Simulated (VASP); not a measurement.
# HfN (P1) in VASP: single point with PBE

Aim: the single point of HfN with PBE.

All numbers are computed with VASP 6.6.1; they aren't measurements. Logs are shortened: lines on timing, memory, paths and dates and some standing lists are left out, and cuts for length are marked.

## (1) The cell of the first run

The typed cell holds 16 atoms: a = 6.411 Å, b = 6.411 Å, c = 6.411 Å, α = 60.00°, β = 60.00°, γ = 60.00°.

## (2) Single point, PBE

File INCAR:

```
  PREC = Accurate
  ENCUT = 520
  EDIFF = 1E-6
  ISMEAR = -1
  SIGMA = 0.05
  LREAL = Auto
  LASPH = T
  NELM = 120
  ALGO = Normal
  ISIF = 2
  LWAVE = F
  LCHARG = F
  GGA = PE
  NBANDS = 74
  GGA_COMPAT = F
  ISYM = -1
```

File KPOINTS:

```
explicit points
4
Reciprocal
  0.25000000   0.25000000   0.25000000 2
  0.25000000   0.25000000   0.75000000 2
  0.25000000   0.75000000   0.25000000 2
  0.25000000   0.75000000   0.75000000 2
```

File POSCAR:

```
HfN
1.0
   -4.5330100770      4.5330100770      0.0000000000
   -4.5330100770      0.0000000000      4.5330100770
    0.0000000000      4.5330100770      4.5330100770
Hf N
8 8
Direct
   -0.0126216353      0.0224996191     -0.0062572109
    0.4895156777     -0.0004210227     -0.0058035388
   -0.0217505583      0.5204564870      0.0053144598
   -0.0106800998      0.0064502394      0.5152571824
    0.5242933414      0.5217107308     -0.0358874119
    0.5025123398     -0.0004680113      0.5072875332
   -0.0101159052      0.5023065163      0.4968853944
    0.4869324053      0.4995057283      0.5071280365
    0.7576486577      0.7545575549      0.7455811795
    0.2431622655      0.7612824462      0.7518203009
    0.7460661773      0.2445034273      0.7501127159
    0.7521165720      0.7680488110      0.2312282528
    0.2277394011      0.2668037307      0.7631134591
    0.2374698008      0.7731447626      0.2458931220
    0.7435251506      0.2570711250      0.2537569916
    0.2692757085      0.2700650295      0.2344101341
```

Potentials or basis: VASP PAW PBE potentials, release 64 (Hf_pv, N).

Command:

```sh
$ cat potpaw_PBE.64/Hf_pv/POTCAR potpaw_PBE.64/N/POTCAR > POTCAR
$ mpirun -np 1 vasp_std > vasp.out
```

OUTCAR:

```text
PREC = Accurate
   ENCUT = 520
   EDIFF = 1E-6
   ISMEAR = -1
   LREAL = Auto
   LASPH = T
   NELM = 120
   ISIF = 2
   GGA = PE
   ISYM = -1

 ion  position               nearest neighbor table
   1  0.987  0.022  0.994-  13 2.20  11 2.20  12 2.22  15 2.24  14 2.28  10 2.28   5 3.09   4 3.11
                             7 3.13   2 3.15   3 3.20   6 3.20   3 3.21   6 3.21   2 3.27   7 3.28
   2  0.490  1.000  0.994-  14 2.17  13 2.24   9 2.24  12 2.27  11 2.27  16 2.33   5 3.06   6 3.08
                             3 3.10   4 3.14   1 3.15   8 3.16   8 3.25   1 3.27   4 3.28   3 3.31
   3  0.978  0.520  0.005-  12 2.15   9 2.18  13 2.25  15 2.26  10 2.29  16 2.37   5 3.05   2 3.10
                             4 3.13   7 3.13   8 3.19   1 3.20   1 3.21   8 3.23   7 3.28   4 3.28
   4  0.989  0.006  0.515-  11 2.14   9 2.19  10 2.22  14 2.28  15 2.30  16 2.47   1 3.11   7 3.12
                             3 3.13   2 3.14   6 3.17   8 3.19   8 3.22   6 3.24   2 3.28   3 3.28
   5  0.524  0.522  0.964-   9 2.12  11 2.24  10 2.25  16 2.30  15 2.32  14 2.42   7 2.99   6 3.00
                             3 3.05   2 3.06   1 3.09   8 3.13   8 3.30   1 3.33   2 3.37   3 3.38
   6  0.503  1.000  0.507-   9 2.24  10 2.26  15 2.26  16 2.30  12 2.31  13 2.37   5 3.00   2 3.08
                             8 3.16   7 3.16   4 3.17   1 3.20   1 3.21   4 3.24   7 3.26   8 3.26
   7  0.990  0.502  0.497-  16 2.25   9 2.27  11 2.27  12 2.29  13 2.29  14 2.35   5 2.99   4 3.12
                             1 3.13   3 3.13   6 3.16   8 3.20   8 3.21   6 3.26   1 3.28   3 3.28
   8  0.487  0.500  0.507-  13 2.23  15 2.25  11 2.28  10 2.30  14 2.32  12 2.42   5 3.13   6 3.16
                             2 3.16   3 3.19   4 3.19   7 3.20   7 3.21   4 3.22   3 3.23   2 3.25
   9  0.758  0.755  0.746-   5 2.12   3 2.18   4 2.19   6 2.24   2 2.24   7 2.27
  10  0.243  0.761  0.752-   4 2.22   5 2.25   6 2.26   1 2.28   3 2.29   8 2.30
  11  0.746  0.245  0.750-   4 2.14   1 2.20   5 2.24   2 2.27   7 2.27   8 2.28
  12  0.752  0.768  0.231-   3 2.15   1 2.22   2 2.27   7 2.29   6 2.31   8 2.42
  13  0.228  0.267  0.763-   1 2.20   8 2.23   2 2.24   3 2.25   7 2.29   6 2.37
  14  0.237  0.773  0.246-   2 2.17   1 2.28   4 2.28   8 2.32   7 2.35   5 2.42
  15  0.744  0.257  0.254-   1 2.24   8 2.25   3 2.26   6 2.26   4 2.30   5 2.32
  16  0.269  0.270  0.234-   7 2.25   5 2.30   6 2.30   2 2.33   3 2.37   4 2.47

IMPORTANT INFORMATION: All symmetrisations will be switched off!
NOSYMM: (Re-)initialisation of all symmetry stuff for point group C_1.

----------------------------------------------------------------------------------------

                                     Primitive cell

  volume of cell :     186.2902

  direct lattice vectors                    reciprocal lattice vectors
    -4.533010077  4.533010077  0.000000000    -0.110301983  0.110301983 -0.110301983
    -4.533010077  0.000000000  4.533010077    -0.110301983 -0.110301983  0.110301983
     0.000000000  4.533010077  4.533010077     0.110301983  0.110301983  0.110301983

  length of vectors
     6.410644329  6.410644329  6.410644329     0.191048639  0.191048639  0.191048639

  position of ions in fractional coordinates (direct lattice)
     0.987378365  0.022499619  0.993742789
     0.489515678  0.999578977  0.994196461
     0.978249442  0.520456487  0.005314460
     0.989319900  0.006450239  0.515257182
     0.524293341  0.521710731  0.964112588
     0.502512340  0.999531989  0.507287533
[... 8 lines left out ...]
     0.743525151  0.257071125  0.253756992
     0.269275708  0.270065030  0.234410134

  ion indices of the primitive-cell ions
   primitive index   ion index
                 1           1
                 2           2
                 3           3
                 4           4
                 5           5
                 6           6
[... 8 lines left out ...]
                15          15
                16          16

----------------------------------------------------------------------------------------

 KPOINTS: explicit points

Read explicit list of k-points.

 Found      4 k-points:

 Following reciprocal coordinates:
            Coordinates               Weight
  0.250000  0.250000  0.250000      0.250000
  0.250000  0.250000  0.750000      0.250000
  0.250000  0.750000  0.250000      0.250000
  0.250000  0.750000  0.750000      0.250000
   k-points           NKPTS =      4   k-points in BZ     NKDIM =      4   number of bands    NBANDS=     74
   number of dos      NEDOS =    301   number of ions     NIONS =     16
   total plane-waves  NPLWV = 110592
   dimension x,y,z NGX =    48 NGY =   48 NGZ =   48
   dimension x,y,z NGXF=    96 NGYF=   96 NGZF=   96
   ions per type =               8   8
   NGX,Y,Z   is equivalent  to a cutoff of  12.45, 12.45, 12.45 a.u.
   NGXF,Y,Z  is equivalent  to a cutoff of  24.90, 24.90, 24.90 a.u.
 SYSTEM =  unknown system
   PREC   = accura    normal or accurate (medium, high low for compatibility)
   ISTART =      0    job   : 0-new  1-cont  2-samecut
   ICHARG =      2    charge: 1-file 2-atom 10-const
   ISPIN  =      1    spin polarized calculation?
   LNONCOLLINEAR =      F non collinear calculations
   LSORBIT =      F    spin-orbit coupling
   LASPH  =      T    aspherical Exc in radial PAW
   ENCUT  =  520.0 eV  38.22 Ry    6.18 a.u.  11.92 11.92 11.92*2*pi/ulx,y,z
   NELM   =    120;   NELMIN=  2; NELMDL= -5     # of ELM steps
   EDIFF  = 0.1E-05   stopping-criterion for ELM
   LREAL  =      T    real-space projection
   EDIFFG = 0.1E-04   stopping-criterion for IOM
   NSW    =      0    number of steps for IOM
   IBRION =     -1    ionic relax: 0-MD 1-quasi-New 2-CG
   NFREE  =      0    steps in history (QN), initial steepest desc. (CG)
   ISIF   =      2    stress and relaxation
   ISYM   =     -1    0-nonsym 1-usesym 2-fastsym
   POTIM  = 0.5000    time-step for ionic-motion
   TEBEG  =    0.0;   TEEND  =   0.0 temperature during run
   PSTRESS=    0.0 pullay stress
   NELECT =     120.0000    total number of electrons
   NUPDOWN=      -1.0000    fix difference up-down
   EMIN   =  10.00;   EMAX   =-10.00  energy-range for DOS
   EFERMI =   0.00;   METHOD = LEGACY
   ISMEAR =    -1;   SIGMA  =   0.05  broadening in eV -4-tet -1-fermi 0-gaus
   EFERMI_NEDOS =   21; number of points for ismear=-14 and -15
   IALGO  =     38    algorithm
   IMIX   =      4    mixing-type and parameters
     AMIX     =   0.40;   BMIX     =  1.00
     AMIX_MAG =   1.60;   BMIX_MAG =  1.00
  volume/ion in A,a.u.               =      11.64        78.57
  Fermi-wavevector in a.u.,A,eV,Ry     =   1.413856  2.671801 27.197900  1.998989
  Thomas-Fermi vector in A             =   2.535459
   LORBIT       =      0    0 simple, 1 ext, 2 COOP (PROOUT), +10 PAW based schemes
   GGA     = PE    functional components
   LHFCALC =     F    Hartree Fock is set to
   AEXX    =    0.0000 exact exchange contribution
   IVDW    =     0    specifies the selected vdW correction
   LEPSILON=     F    determine dielectric tensor
   LRPA    =     F    only Hartree local field effects (RPA)
 non-spin polarized calculation
  energy-cutoff  :      520.00
  volume of cell :      186.29
 maximum number of plane-waves:      5020
 NGX is ok and might be reduce to    48
   NGX = 23   NGY = 23   NGZ = 23

 number of electron     120.0000002 magnetization

 Free energy of the ion-electron system (eV)
  ---------------------------------------------------
  ext. energy  EPLUGINS =         0.00000000
  ---------------------------------------------------
  free energy    TOTEN  =      -172.97324548 eV

  energy without entropy =     -172.94503558  energy(sigma->0) =     -172.95914053

 E-fermi :   8.2660     XC(G=0): -12.6684

 val. band max:        8.1803749353   @ k =   0.2500   0.2500   0.2500
 cond. band min:       8.3904792127   @ k =   0.2500   0.7500   0.2500
 fundamental gap:      0.2101042774
 Fermi energy:         8.2659880982

 k-point     1 :       0.2500    0.2500    0.2500
  band No.  band energies     occupation
      1     -23.8269      2.00000
      2     -23.7937      2.00000
      3     -23.7734      2.00000
      4     -23.7082      2.00000
      5     -23.6669      2.00000
      6     -23.6484      2.00000
[... 64 lines left out ...]
     71      11.2326      0.00000
     72      11.7291      0.00000

 k-point     2 :       0.2500    0.2500    0.7500
  band No.  band energies     occupation
      1     -23.6811      2.00000
      2     -23.6559      2.00000
      3     -23.6344      2.00000
      4     -23.5838      2.00000
      5     -23.5720      2.00000
      6     -23.5493      2.00000
[... 64 lines left out ...]
     71      11.2806      0.00000
     72      11.4296      0.00000

 k-point     3 :       0.2500    0.7500    0.2500
  band No.  band energies     occupation
      1     -23.6875      2.00000
      2     -23.6597      2.00000
      3     -23.6254      2.00000
      4     -23.6126      2.00000
      5     -23.5722      2.00000
      6     -23.5149      2.00000
[... 64 lines left out ...]
     71      11.3328      0.00000
     72      11.4315      0.00000

 k-point     4 :       0.2500    0.7500    0.7500
  band No.  band energies     occupation
      1     -23.6883      2.00000
      2     -23.6576      2.00000
      3     -23.6334      2.00000
      4     -23.6118      2.00000
      5     -23.5473      2.00000
      6     -23.5356      2.00000
[... 64 lines left out ...]
     71      11.4293      0.00000
     72      11.4786      0.00000
 [bands above 72 left out]

------------------------ aborting loop because EDIFF is reached ----------------------------------------

  FORCE on cell =-STRESS in cart. coord.  units (eV):
  Direction    XX          YY          ZZ          XY          YZ          ZX
  --------------------------------------------------------------------------------------
  -------------------------------------------------------------------------------------
  Total        4.5589784      3.3282693      2.7088173      0.4622664     -0.3262506      0.8702637
  in kB       39.2092075     28.6245714     23.2970131      3.9756931     -2.8058974      7.4846487
  external PRESSURE =      30.3769307 kB  Pullay stress =       0.0000000 kB

 VOLUME and BASIS-vectors are now :
 -----------------------------------------------------------------------------
  energy-cutoff  :      520.00
  volume of cell :      186.29
      direct lattice vectors                 reciprocal lattice vectors
    -4.533010077  4.533010077  0.000000000    -0.110301983  0.110301983 -0.110301983
    -4.533010077  0.000000000  4.533010077    -0.110301983 -0.110301983  0.110301983
     0.000000000  4.533010077  4.533010077     0.110301983  0.110301983  0.110301983

 POSITION                                       TOTAL-FORCE (eV/Angst)
 -----------------------------------------------------------------------------------
     -4.57779      8.98044      4.60664         0.147011      0.544260      0.016922
     -6.75008      6.72568      9.03780        -1.550306      0.745453      0.571636
     -6.79365      4.45851      2.38333        -0.794942      0.328993     -0.732109
     -4.51384      6.82026      2.36491         0.305471     -0.467275     -0.706610
     -4.74155      6.74696      6.73525         2.351817     -0.274301      0.315279
     -6.80878      4.57743      6.83043        -0.180691     -0.342423     -0.531706
[... 8 lines left out ...]
     -4.53571      4.52069      2.31559        -0.366285     -0.199473     -0.268079
     -2.44484      2.28321      2.28679         1.385223     -0.523486      0.240880
 -----------------------------------------------------------------------------------
    total drift:                                0.001165     -0.003741      0.000862

  FREE ENERGIE OF THE ION-ELECTRON SYSTEM (eV)
  ---------------------------------------------------
  free  energy   TOTEN  =      -172.9732454832 eV

  energy  without entropy=     -172.9450355756  energy(sigma->0) =     -172.95914053
```

It took 5.2 min on 1 thread of Intel Xeon 8259CL, shared host; peak memory 0.34 GiB.

Results:

| Item | Value |
| --- | --- |
| Free energy | -172.9732 eV |
| Pressure | 3.0 GPa |
| Largest force | 2.389 eV/Å |
| Band gap on the k mesh | 0.21 eV (least direct gap 0.25 eV) |

Forces on the atoms (eV/Å):
```
Hf   0.147  0.544  0.017
Hf  -1.550  0.745  0.572
Hf  -0.795  0.329 -0.732
Hf   0.305 -0.467 -0.707
Hf   2.352 -0.274  0.315
Hf  -0.181 -0.342 -0.532
Hf  -0.783  0.121  1.035
Hf  -0.797  0.300  0.164
N   -0.578 -0.362  0.064
N    0.290 -0.217 -0.020
N   -0.338 -0.255  0.715
N    0.885  0.280  0.705
N   -0.332  0.032 -1.018
N    0.355  0.290 -0.552
N   -0.366 -0.199 -0.268
N    1.385 -0.523  0.241
```

Caveat: the cell stands under pressure; the atoms stand as in a frame of molecular dynamics; spin-orbit coupling is left out, which moves the levels of the heavy elements; a shifted mesh leaves out Γ, where band edges can lie; forces of over 1 eV/Å act on the atoms, so gaps and moduli don't describe the material at rest.
